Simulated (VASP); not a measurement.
Write the native input for VASP 6.6.1 that does the following.

```
Task                   : single point
Functional             : revPBE
Potentials or basis    : VASP PAW PBE potentials, release 64 (Pd)
Cutoff                 : 520 eV
k mesh                 : 15 × 15 × 8
Occupations            : fermi-dirac, width 0.05 eV
Spin                   : collinear spin
Starting moments       : [0.36, 0.36] μB
Dipole correction      : no
Further INCAR settings : ALGO = Normal; EDIFF = 1e-06; NBANDS = 21
```

The structure of Pd lies in POSCAR:

```
Pd
1.0
    2.9013774132      0.0000000000      0.0000000000
   -1.4506887066      2.5126665458      0.0000000000
    0.0000000000      0.0000000000      4.8400222515
Pd
2
Direct
    0.3333333333      0.6666666667      0.2500000000
    0.6666666667      0.3333333333      0.7500000000
```

This isn't the form of Pd at room conditions, which is fcc.

These files were run (other wordings do the same):

INCAR

```
SYSTEM = Pd
ALGO = Normal
EDIFF = 1E-6
ENCUT = 520
GGA = RE
ISIF = 2
ISMEAR = -1
ISPIN = 2
LASPH = .True.
LCHARG = .True.
LELF = .True.
LMAXMIX = 4
LORBIT = 11
LREAL = .False.
LVHAR = .True.
LWAVE = .False.
MAGMOM = 0.36 0.36
NBANDS = 21
NELM = 150
PREC = Accurate
SIGMA = 0.05
```

KPOINTS

```
k-points
0
Gamma
  15 15 8
  0 0 0
```

Potentials or basis: VASP PAW PBE potentials, release 64 (Pd).

Launch:

```console
$ cat potpaw_PBE.64/Pd/POTCAR > POTCAR
$ mpirun -np 1 vasp_std > vasp.out
```

Results of the run:

```yaml
Pressure: -12.5 GPa
Net_moment: 0.77 μB per cell
Site_moments: Pd +0.40 μB
Valence_electrons_inside_the_program's_atomic_spheres: Pd 9.15
```

Caveat: the cell stands under tension; the PAW data sets were made with another functional, which shifts forces and pressure a little.

Wall time 3.3 min on 1 thread of Intel Xeon 8259CL (shared host), peak memory 0.27 GiB.
